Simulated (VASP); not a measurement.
# TiTe2 (P-3m1) in VASP: further runs

TiTe2 is run at these levels: r2SCAN, PBEsol; tasks: single point.

All numbers are computed with VASP 6.6.1; they aren't measurements. Logs are shortened: lines on timing, memory, paths and dates and some standing lists are left out, and cuts for length are marked.

## (1) The cell of the first run

Symmetry: P-3m1, No. 164, trigonal system. The conventional cell has a = 3.827 Å, b = 3.827 Å, c = 6.584 Å, α = 90.00°, β = 90.00°, γ = 120.00°. Te (site symmetry 3m) has 3 Ti at 2.81 Å within 3.7 Å. Within 3.7 Å of Ti (site symmetry -3m) lie 6 Te at 2.81 Å.

## (2) Single point, r2SCAN

The input, POSCAR:

```
TiTe2
1.0
    3.8267030682      0.0000000000      0.0000000000
   -1.9133515341      3.3140220698      0.0000000000
    0.0000000000      0.0000000000      6.5835098060
Te Ti
2 1
Direct
    0.3333333333      0.6666666667      0.7372000000
    0.6666666667      0.3333333333      0.2628000000
    0.0000000000      0.0000000000      0.0000000000
```

The input, INCAR.step1:

```
PREC = Accurate
ENCUT = 520
ISMEAR = -1
SIGMA = 0.05
LREAL = False
LASPH = True
NELM = 60
NBANDS = 19
GGA = PE
ALGO = Normal
EDIFF = 1E-4
LWAVE = True
LCHARG = False
```

The input, INCAR.step2:

```
PREC = Accurate
ENCUT = 520
EDIFF = 1E-6
ISMEAR = -1
SIGMA = 0.05
LREAL = False
LASPH = True
NELM = 60
ALGO = Normal
ISIF = 2
LWAVE = False
LCHARG = False
METAGGA = R2SCAN
LMIXTAU = True
NBANDS = 19
ISTART = 1
```

The input, KPOINTS:

```
regular mesh
0
Gamma
  8 8 4
```

Potentials or basis: VASP PAW PBE potentials, release 64 (Te, Ti_sv).

Run with:

```console
cat potpaw_PBE.64/Te/POTCAR potpaw_PBE.64/Ti_sv/POTCAR > POTCAR
cp INCAR.step1 INCAR
mpirun -np 1 vasp_std > vasp.out
cp INCAR.step2 INCAR
mpirun -np 1 vasp_std > vasp.out
```

OUTCAR:

```text
PREC = Accurate
   ENCUT = 520
   EDIFF = 1E-6
   ISMEAR = -1
   LREAL = False
   LASPH = True
   NELM = 60
   ISIF = 2
   METAGGA = R2SCAN
   ISTART = 1

 ion  position               nearest neighbor table
   1  0.333  0.667  0.737-   3 2.81   3 2.81   3 2.81
   2  0.667  0.333  0.263-   3 2.81   3 2.81   3 2.81
   3  0.000  0.000  0.000-   1 2.81   2 2.81   1 2.81   2 2.81   2 2.81   1 2.81

  LATTYP: Found a hexagonal cell.
 ALAT       =     3.8267030682
 C/A-ratio  =     1.7204130262

  Lattice vectors:

 A1 = (   3.8267030682,   0.0000000000,   0.0000000000)
 A2 = (  -1.9133515341,   3.3140220698,   0.0000000000)
 A3 = (   0.0000000000,   0.0000000000,   6.5835098060)

Analysis of symmetry for initial positions (statically):
=====================================================================
 Subroutine PRICEL returns:
 Original cell was already a primitive cell.

 Routine SETGRP: Setting up the symmetry group for a
 hexagonal supercell.

 Subroutine GETGRP returns: Found 12 space group operations
 (whereof 12 operations were pure point group operations)
 out of a pool of 24 trial point group operations.

The static configuration has the point symmetry D_3d.

Analysis of symmetry for dynamics (positions and initial velocities):
=====================================================================
 Subroutine PRICEL returns:
 Original cell was already a primitive cell.

 Routine SETGRP: Setting up the symmetry group for a
 hexagonal supercell.

 Subroutine GETGRP returns: Found 12 space group operations
 (whereof 12 operations were pure point group operations)
 out of a pool of 24 trial point group operations.

The dynamic configuration has the point symmetry D_3d.

 Subroutine INISYM returns: Found 12 space group operations
 (whereof 12 operations are pure point group operations),
 and found     1 'primitive' translations

----------------------------------------------------------------------------------------

                                     Primitive cell

  volume of cell :      83.4906

  direct lattice vectors                    reciprocal lattice vectors
     3.826703068  0.000000000  0.000000000     0.261321556  0.150874071  0.000000000
    -1.913351534  3.314022070  0.000000000     0.000000000  0.301748141  0.000000000
     0.000000000  0.000000000  6.583509806     0.000000000  0.000000000  0.151894662

  length of vectors
     3.826703068  3.826703068  6.583509806     0.301748141  0.301748141  0.151894662

  position of ions in fractional coordinates (direct lattice)
     0.333333333  0.666666667  0.737200000
     0.666666667  0.333333333  0.262800000
     0.000000000  0.000000000  0.000000000

  ion indices of the primitive-cell ions
   primitive index   ion index
                 1           1
                 2           2
                 3           3

----------------------------------------------------------------------------------------

 KPOINTS: regular mesh

Automatic generation of k-mesh.
 Grid dimensions read from file:
 generate k-points for:    8    8    4

 Generating k-lattice:

  Cartesian coordinates                     Fractional coordinates (reciprocal lattice)
     0.032665194  0.018859259  0.000000000     0.125000000  0.000000000  0.000000000
     0.000000000  0.037718518  0.000000000     0.000000000  0.125000000  0.000000000
     0.000000000  0.000000000  0.037973666     0.000000000  0.000000000  0.250000000

  Length of vectors
     0.037718518  0.037718518  0.037973666

  Shift w.r.t. Gamma in fractional coordinates (k-lattice)
     0.000000000  0.000000000  0.000000000

 Subroutine IBZKPT returns following result:
 ===========================================

 Found     35 irreducible k-points:

 Following reciprocal coordinates:
            Coordinates               Weight
  0.000000  0.000000  0.000000      1.000000
  0.125000 -0.000000  0.000000      6.000000
  0.250000 -0.000000  0.000000      6.000000
  0.375000 -0.000000  0.000000      6.000000
  0.500000 -0.000000  0.000000      3.000000
  0.125000  0.125000  0.000000      6.000000
[... 16 lines left out ...]
 -0.125000  0.500000  0.250000     12.000000
  0.250000  0.250000  0.250000     12.000000
 [... further k-points ...]
   k-points           NKPTS =     35   k-points in BZ     NKDIM =     35   number of bands    NBANDS=     19
   number of dos      NEDOS =    301   number of ions     NIONS =      3
   total plane-waves  NPLWV =  39200
   dimension x,y,z NGX =    28 NGY =   28 NGZ =   50
   dimension x,y,z NGXF=    56 NGYF=   56 NGZF=  100
   ions per type =               2   1
   NGX,Y,Z   is equivalent  to a cutoff of  12.16, 12.16, 12.63 a.u.
   NGXF,Y,Z  is equivalent  to a cutoff of  24.33, 24.33, 25.25 a.u.
 SYSTEM =  unknown system
   PREC   = accura    normal or accurate (medium, high low for compatibility)
   ISTART =      1    job   : 0-new  1-cont  2-samecut
   ICHARG =      0    charge: 1-file 2-atom 10-const
   ISPIN  =      1    spin polarized calculation?
   LNONCOLLINEAR =      F non collinear calculations
   LSORBIT =      F    spin-orbit coupling
   LASPH  =      T    aspherical Exc in radial PAW
   ENCUT  =  520.0 eV  38.22 Ry    6.18 a.u.   7.12  7.12 12.24*2*pi/ulx,y,z
   NELM   =     60;   NELMIN=  2; NELMDL=  0     # of ELM steps
   EDIFF  = 0.1E-05   stopping-criterion for ELM
   LREAL  =      F    real-space projection
   EDIFFG = 0.1E-04   stopping-criterion for IOM
   NSW    =      0    number of steps for IOM
   IBRION =     -1    ionic relax: 0-MD 1-quasi-New 2-CG
   NFREE  =      0    steps in history (QN), initial steepest desc. (CG)
   ISIF   =      2    stress and relaxation
   ISYM   =      2    0-nonsym 1-usesym 2-fastsym
   POTIM  = 0.5000    time-step for ionic-motion
   TEBEG  =    0.0;   TEEND  =   0.0 temperature during run
   PSTRESS=    0.0 pullay stress
   NELECT =      24.0000    total number of electrons
   NUPDOWN=      -1.0000    fix difference up-down
   EMIN   =  10.00;   EMAX   =-10.00  energy-range for DOS
   EFERMI =   0.00;   METHOD = LEGACY
   ISMEAR =    -1;   SIGMA  =   0.05  broadening in eV -4-tet -1-fermi 0-gaus
   EFERMI_NEDOS =   21; number of points for ismear=-14 and -15
   IALGO  =     38    algorithm
   IMIX   =      4    mixing-type and parameters
     AMIX     =   0.40;   BMIX     =  1.00
     AMIX_MAG =   1.60;   BMIX_MAG =  1.00
  volume/ion in A,a.u.               =      27.83       187.81
  Fermi-wavevector in a.u.,A,eV,Ry     =   1.080437  2.041729 15.882675  1.167344
  Thomas-Fermi vector in A             =   2.216428
   LORBIT       =      0    0 simple, 1 ext, 2 COOP (PROOUT), +10 PAW based schemes
   METAGGA = R2SCAN    functional components
   LHFCALC =     F    Hartree Fock is set to
   AEXX    =    0.0000 exact exchange contribution
   IVDW    =     0    specifies the selected vdW correction
   LEPSILON=     F    determine dielectric tensor
   LRPA    =     F    only Hartree local field effects (RPA)
 non-spin polarized calculation
  energy-cutoff  :      520.00
  volume of cell :       83.49
 maximum number of plane-waves:      2273
   NGX = 15   NGY = 15   NGZ = 25

 number of electron      23.9999995 magnetization

 Free energy of the ion-electron system (eV)
  ---------------------------------------------------
  ext. energy  EPLUGINS =         0.00000000
  ---------------------------------------------------
  free energy    TOTEN  =       -66.26517142 eV

  energy without entropy =      -66.25615035  energy(sigma->0) =      -66.26066089

 E-fermi :   6.3689     XC(G=0): -10.1563

 val. band max:        6.3680074842   @ k =   0.3750  -0.0000   0.5000
 cond. band min:       6.4262885031   @ k =   0.5000  -0.0000   0.0000
 fundamental gap:      0.0582810189
 Fermi energy:         6.3689032685

 k-point     1 :       0.0000    0.0000    0.0000
  band No.  band energies     occupation
      1     -53.7818      2.00000
      2     -28.9816      2.00000
      3     -28.9816      2.00000
      4     -28.9369      2.00000
      5      -6.4150      2.00000
      6      -4.9462      2.00000
[... 11 lines left out ...]
     18      11.8624      0.00000
     19      12.6825      0.00000

 k-point     2 :       0.1250   -0.0000    0.0000
  band No.  band energies     occupation
      1     -53.7815      2.00000
      2     -28.9869      2.00000
      3     -28.9828      2.00000
      4     -28.9356      2.00000
      5      -6.2446      2.00000
      6      -4.8593      2.00000
[... 11 lines left out ...]
     18      12.7083      0.00000
     19      13.3701      0.00000

 k-point     3 :       0.2500   -0.0000    0.0000
  band No.  band energies     occupation
      1     -53.7806      2.00000
      2     -28.9996      2.00000
      3     -28.9858      2.00000
      4     -28.9326      2.00000
      5      -5.7704      2.00000
      6      -4.6437      2.00000
[... 11 lines left out ...]
     18      12.3966      0.00000
     19      13.2097      0.00000

 k-point     4 :       0.3750   -0.0000    0.0000
  band No.  band energies     occupation
      1     -53.7797      2.00000
      2     -29.0123      2.00000
      3     -28.9887      2.00000
      4     -28.9296      2.00000
      5      -5.1316      2.00000
      6      -4.4567      2.00000
[... 11 lines left out ...]
     18      12.0710      0.00000
     19      12.3432      0.00000

 k-point     5 :       0.5000   -0.0000    0.0000
  band No.  band energies     occupation
      1     -53.7794      2.00000
      2     -29.0176      2.00000
      3     -28.9899      2.00000
      4     -28.9284      2.00000
      5      -4.6894      2.00000
      6      -4.4971      2.00000
[... 11 lines left out ...]
     18      12.0391      0.00000
     19      12.1763      0.00000
[... 334 lines left out ...]
      2     -29.0067      2.00000
      3     -28.9898      2.00000
      4     -28.9305      2.00000
      5      -5.2313      2.00000
      6      -4.6639      2.00000
[... 11 lines left out ...]
     18      12.1213      0.00000
     19      13.2294      0.00000

 k-point    22 :       0.3750    0.1250    0.2500
  band No.  band energies     occupation
      1     -53.7794      2.00000
      2     -29.0147      2.00000
      3     -28.9928      2.00000
      4     -28.9284      2.00000
      5      -4.7710      2.00000
      6      -4.4086      2.00000
[... 11 lines left out ...]
     18      11.6182      0.00000
     19      12.6742      0.00000

 k-point    23 :      -0.1250    0.5000    0.2500
  band No.  band energies     occupation
      1     -53.7794      2.00000
      2     -29.0147      2.00000
      3     -28.9928      2.00000
      4     -28.9284      2.00000
      5      -4.6846      2.00000
      6      -4.5107      2.00000
[... 11 lines left out ...]
     18      11.3699      0.00000
     19      12.9404      0.00000

 k-point    24 :       0.2500    0.2500    0.2500
  band No.  band energies     occupation
      1     -53.7794      2.00000
      2     -29.0107      2.00000
      3     -28.9969      2.00000
      4     -28.9284      2.00000
      5      -4.7700      2.00000
      6      -4.4335      2.00000
[... 11 lines left out ...]
     18      11.8456      0.00000
     19      12.6233      0.00000

 [... further k-points ...]
[... 5 lines left out ...]
  --------------------------------------------------------------------------------------
  -------------------------------------------------------------------------------------
  Total       -0.6185152     -0.6185152     -1.0911750      0.0000000      0.0000000      0.0000000
  in kB      -11.8692505    -11.8692505    -20.9395505      0.0000000      0.0000000      0.0000000
  external PRESSURE =     -14.8926838 kB  Pullay stress =       0.0000000 kB

 VOLUME and BASIS-vectors are now :
 -----------------------------------------------------------------------------
  energy-cutoff  :      520.00
  volume of cell :       83.49
      direct lattice vectors                 reciprocal lattice vectors
     3.826703068  0.000000000  0.000000000     0.261321556  0.150874071  0.000000000
    -1.913351534  3.314022070  0.000000000     0.000000000  0.301748141  0.000000000
     0.000000000  0.000000000  6.583509806     0.000000000  0.000000000  0.151894662

 POSITION                                       TOTAL-FORCE (eV/Angst)
 -----------------------------------------------------------------------------------
     -0.00000      2.20935      4.85336        -0.000000     -0.000000      0.519767
      1.91335      1.10467      1.73015         0.000000      0.000000     -0.519767
      0.00000      0.00000      0.00000        -0.000000      0.000000      0.000000
 -----------------------------------------------------------------------------------
    total drift:                                0.000000     -0.000000      0.000000

  FREE ENERGIE OF THE ION-ELECTRON SYSTEM (eV)
  ---------------------------------------------------
  free  energy   TOTEN  =       -66.2651714222 eV

  energy  without entropy=      -66.2561503536  energy(sigma->0) =      -66.26066089
```

Wall time 3.1 min (1 thread of Intel Xeon Platinum 8259CL at 2.50GHz (Skylake/Cascade Lake), shared host); peak memory 0.23 GiB.

What came out:

```yaml
Free_energy: -66.2652 eV
Pressure: -1.5 GPa
Largest_force: 0.520 eV/Å
Band_gap_on_the_k_mesh: zero (band 12 reaches 6.75 eV, above the bottom of band 13 at 6.19 eV)
```

Forces on the atoms (eV/Å):
```
Te   0.000  0.000  0.520
Te   0.000  0.000 -0.520
Ti   0.000  0.000  0.000
```

Stress tensor (GPa, compression positive):
```
-1.19  0.00  0.00
 0.00 -1.19  0.00
 0.00  0.00 -2.09
```

Levels at points of the mesh, in eV from the Fermi level:
```tsv
k point	band 9	band 10	band 11	band 12	band 13	band 14	band 15	band 16
(0.00, 0.00, 0.00)	-1.89	0.34	0.39	0.39	0.45	0.84	0.84	2.90
(0.50, 0.00, 0.00)	-2.86	-2.52	-1.98	-1.33	0.06	1.13	1.50	2.34
(0.00, 0.00, 0.50)	-1.83	-1.83	0.38	0.38	0.54	0.54	1.05	3.30
(0.50, 0.00, 0.50)	-2.58	-2.24	-1.20	-0.84	-0.18	1.12	1.47	2.47
```

Caveat: the PAW data sets were made with another functional, which shifts forces and pressure a little; spin-orbit coupling is left out, which moves the levels of the heavy elements.

## (3) Single point, r2SCAN

This run uses another cell than the first one, of 28.37 Å³/atom, 1.019 times its volume.

The input, POSCAR:

```
TiTe2
1.0
    3.8510776303      0.0000000000      0.0000000000
   -1.9255388151      3.3351310598      0.0000000000
    0.0000000000      0.0000000000      6.6254441201
Te Ti
2 1
Direct
    0.3333333333      0.6666666667      0.7372000000
    0.6666666667      0.3333333333      0.2628000000
    0.0000000000      0.0000000000      0.0000000000
```

The input, INCAR.step1:

```
PREC = Accurate ; ENCUT = 520
ISMEAR = -1 ; SIGMA = 0.05
LREAL = False ; LASPH = True
NELM = 100 ; NBANDS = 19
GGA = PE ; ALGO = Normal
EDIFF = 1E-4 ; LWAVE = True
LCHARG = False
```

The input, INCAR.step2:

```
PREC = Accurate ; ENCUT = 520
EDIFF = 1E-6 ; ISMEAR = -1
SIGMA = 0.05 ; LREAL = False
LASPH = True ; NELM = 100
ALGO = Normal ; ISIF = 2
LWAVE = False ; LCHARG = False
METAGGA = R2SCAN ; LMIXTAU = True
NBANDS = 19 ; ISTART = 1
```

KPOINTS is that of step 2.

Potentials or basis: VASP PAW PBE potentials, release 64 (Te, Ti_sv).

Run with:

```console
cat potpaw_PBE.64/Te/POTCAR potpaw_PBE.64/Ti_sv/POTCAR > POTCAR
cp INCAR.step1 INCAR
mpirun -np 1 vasp_std > vasp.out
cp INCAR.step2 INCAR
mpirun -np 1 vasp_std > vasp.out
```

Run time: 4.1 min. Hardware: 1 thread of Intel Xeon Platinum 8259CL at 2.50GHz (Skylake/Cascade Lake), shared host; peak memory 0.24 GiB.

The run converged. Its results:

- Free energy: -66.2450 eV
- Pressure: -2.6 GPa
- Largest force: 0.664 eV/Å
- Band gap on the k mesh: zero (band 12 reaches 6.53 eV, above the bottom of band 13 at 6.00 eV)

Forces on the atoms (eV/Å):
```
Te   0.000  0.000  0.664
Te   0.000  0.000 -0.664
Ti   0.000  0.000  0.000
```

Stress tensor (GPa, compression positive):
```
-2.24  0.00  0.00
 0.00 -2.24  0.00
 0.00  0.00 -3.23
```

Levels at points of the mesh, in eV from the Fermi level:
| k point | band 10 | band 11 | band 12 | band 13 | band 14 | band 15 |
| --- | --- | --- | --- | --- | --- | --- |
| (0.00, 0.00, 0.00) | 0.30 | 0.38 | 0.38 | 0.44 | 0.79 | 0.79 |
| (0.50, 0.00, 0.00) | -2.48 | -1.95 | -1.32 | 0.06 | 1.09 | 1.45 |
| (0.00, 0.00, 0.50) | -1.80 | 0.37 | 0.37 | 0.50 | 0.50 | 1.00 |
| (0.50, 0.00, 0.50) | -2.20 | -1.20 | -0.84 | -0.16 | 1.08 | 1.42 |

Caveat: the PAW data sets were made with another functional, which shifts forces and pressure a little; spin-orbit coupling is left out, which moves the levels of the heavy elements.

## (4) Single point, PBEsol (volume scaled by 0.94)

The input, INCAR:

```
PREC = Accurate ; ENCUT = 520
EDIFF = 1E-6 ; ISMEAR = -1
SIGMA = 0.05 ; LREAL = False
LASPH = True ; NELM = 100
ALGO = Normal ; ISIF = 2
LWAVE = False ; LCHARG = True
GGA = PS ; LELF = True
LVHAR = True ; NBANDS = 19
```

KPOINTS is that of step 3.

The input, POSCAR:

```
TiTe2
1.0
    3.6998967326      0.0000000000      0.0000000000
   -1.8499483663      3.2042045618      0.0000000000
    0.0000000000      0.0000000000      6.3653505344
Te Ti
2 1
Direct
    0.3333333333      0.6666666667      0.7372000000
    0.6666666667      0.3333333333      0.2628000000
    0.0000000000      0.0000000000      0.0000000000
```

Run with:

```console
cat potpaw_PBE.64/Te/POTCAR potpaw_PBE.64/Ti_sv/POTCAR > POTCAR
mpirun -np 1 vasp_std > vasp.out
```

Wall time 69 s (1 thread of Intel Xeon Platinum 8488C (Sapphire Rapids), shared host); peak memory 0.21 GiB.

Results (log left out):

```
Free energy            : -17.5293 eV
Pressure               : 2.0 GPa
Largest force          : 0.442 eV/Å
Band gap on the k mesh : zero (band 12 reaches 7.84 eV, above the bottom of band 13 at 7.05 eV)
```

Forces in eV/Å, atoms in the order of the input:
```
Te   0.000  0.000 -0.442
Te   0.000  0.000  0.442
Ti   0.000  0.000  0.000
```

Stress tensor (GPa, compression positive):
```
1.65 0.00 0.00
0.00 1.65 0.00
0.00 0.00 2.69
```

Levels at points of the mesh, in eV from the Fermi level:
```
           k point  band 8  band 9  band 10  band 11  band 12  band 13  band 14  band 15  band 16  band 17
(0.00, 0.00, 0.00)   -1.74   -1.74     0.33     0.42     0.42     0.75     1.28     1.28     3.37     3.37
(0.50, 0.00, 0.00)   -3.91   -2.87    -2.55    -1.81    -1.15     0.02     1.28     1.63     2.56     3.71
(0.00, 0.00, 0.50)   -2.82   -1.67    -1.67     0.41     0.41     0.92     0.92     1.18     3.87     3.87
(0.50, 0.00, 0.50)   -4.85   -2.54    -2.12    -0.93    -0.56    -0.36     1.27     1.61     2.84     3.89
```

Caveat: the cell differs from its parent crystal (volume scaled by 0.94); the PAW data sets were made with another functional, which shifts forces and pressure a little; spin-orbit coupling is left out, which moves the levels of the heavy elements; this functional lacks dispersion, which binds the layers, so the pressure and a relaxed spacing across them are unreliable.

## (5) The runs side by side

| level | cell | gap on the mesh (eV) | pressure (GPa) | largest force (eV/Å) |
| --- | --- | --- | --- | --- |
| r2SCAN | a = 3.827, b = 3.827, c = 6.584 Å, angles 90.0, 90.0, 120.0°, 3 atoms | none | -1.5 | 0.52 |
| r2SCAN | a = 3.851, b = 3.851, c = 6.625 Å, angles 90.0, 90.0, 120.0°, 3 atoms | none | -2.6 | 0.66 |
| PBEsol | a = 3.700, b = 3.700, c = 6.365 Å, angles 90.0, 90.0, 120.0°, 3 atoms | none | 2.0 | 0.44 |

Alike in all rows: task single point; potentials or basis VASP PAW PBE potentials, release 64 (Te, Ti_sv); no spin polarisation; k mesh 8 × 8 × 4; cutoff (eV) 520; smearing fermi-dirac 0.05 eV.

Caveats: the PAW data sets were made with another functional, which shifts forces and pressure a little; spin-orbit coupling is left out, which moves the levels of the heavy elements; this functional lacks dispersion, which binds the layers, so the pressure and a relaxed spacing across them are unreliable (some runs).

Total energies depend on the potentials used, so only differences within one code and one set of settings carry meaning.
